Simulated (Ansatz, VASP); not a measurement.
Sc in VASP and in Ansatz

Contents of INCAR:

```
PREC = Accurate
ENCUT = 520
EDIFF = 1E-6
ISMEAR = 0
SIGMA = 0.15
LREAL = F
LASPH = T
NELM = 60
ALGO = Fast
ISIF = 2
LWAVE = F
LCHARG = F
NBANDS = 18
```

Contents of KPOINTS:

```
regular mesh
0
Gamma
  18 18 10
```

POSCAR

```
Sc
1.0
    3.3087978973      0.0000000000      0.0000000000
   -1.6543989486      2.8655030350      0.0000000000
    0.0000000000      0.0000000000      5.3470200000
Sc
2
Direct
    0.3333333333      0.6666666667      0.2500000000
    0.6666666667      0.3333333333      0.7500000000
```

Input for Ansatz:

```yaml
crystal:
  lattice:
    - [3.3087978973, 0.0, 0.0]
    - [-1.6543989486, 2.865503035, 0.0]
    - [0.0, 0.0, 5.34702]
  atoms:
    - { symbol: Sc, position: [0.3333333333, 0.6666666667, 0.25] }
    - { symbol: Sc, position: [0.6666666667, 0.3333333333, 0.75] }
basis:
  ecutwfc: 420
kpoints:
  mp_grid: { grid: [18, 18, 10] }
hamiltonian:
  xc: lda
scf:
  occupations: { method: gaussian, width: 0.15 }
output:
  forces: true
  stress: true
  eigenvalues: true
```

Change from the starting cell: strain +0.0150 x Voigt [0, 0, 1, 0, 0, 0], atoms carried along.

Alike in both runs: task single point; functional LDA; k mesh 18 × 18 × 10; occupations gaussian, width 0.15 eV; no spin polarisation.

|  | VASP | Ansatz |
| --- | --- | --- |
| version | VASP 6.6.1 | Ansatz 0.2.0 |
| potentials or method | VASP PAW LDA potentials, release 64 (Sc_sv), cutoff 520 eV | scalar-relativistic, plane waves, PAW |
| valence electrons in the cell | 22 | 22 |

```csv
,VASP,Ansatz,Ansatz less VASP
gap on the k mesh at the Fermi level (eV),none,none,-
pressure (GPa),-5.8,-5.8,-0.06
"traceless stress, the component that is largest in VASP (GPa)",-1.72,-1.72,+0.003
```

LDA's correlation is that of Perdew and Zunger in VASP and of Perdew and Wang (1992) in Ansatz. A gap of «none» marks a metal or a gap that the smearing closes.
